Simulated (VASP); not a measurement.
A run of VASP 6.6.1:

The input INCAR:

```
PREC = Accurate
ENCUT = 520
EDIFF = 1E-6
ISMEAR = 0
SIGMA = 0.02
LREAL = F
LASPH = T
NELM = 100
ALGO = Normal
ISIF = 2
LWAVE = F
LCHARG = T
GGA = PE
LELF = T
LVHAR = T
NBANDS = 42
```

File KPOINTS:

```
regular mesh
0
Gamma
  8 8 4
```

POSCAR

```
SnO3
1.0
    3.3935846576     -0.0020096321     -0.0101381102
    0.1887662558      4.0267135093      0.2095770008
    0.1177599892      1.6180045254      7.3582714752
Sn O
2 6
Direct
    0.2503179541      0.3279086104      0.3428768711
    0.7496820459      0.6720913896      0.6571231289
    0.8280418595      0.5911664919      0.1673863693
    0.6721910300      0.2385947451      0.1671191533
    0.7500172430      0.2301130250      0.5400149408
    0.1719581405      0.4088335081      0.8326136307
    0.3278089700      0.7614052549      0.8328808467
    0.2499827570      0.7698869750      0.4599850592
```

Potentials or basis: VASP PAW PBE potentials, release 64 (Sn_d, O).

Command:

```sh
$ cat potpaw_PBE.64/Sn_d/POTCAR potpaw_PBE.64/O/POTCAR > POTCAR
$ mpirun -np 1 vasp_std > vasp.out
```

Hardware: 1 thread of Intel Xeon 8259CL, on a shared host.

Question: Estimate the wall time of this run.

Answer: It took 18 min on 1 thread of Intel Xeon 8259CL (shared host), peak memory 0.47 GiB. Counts: scf iterations 14, k points 132.
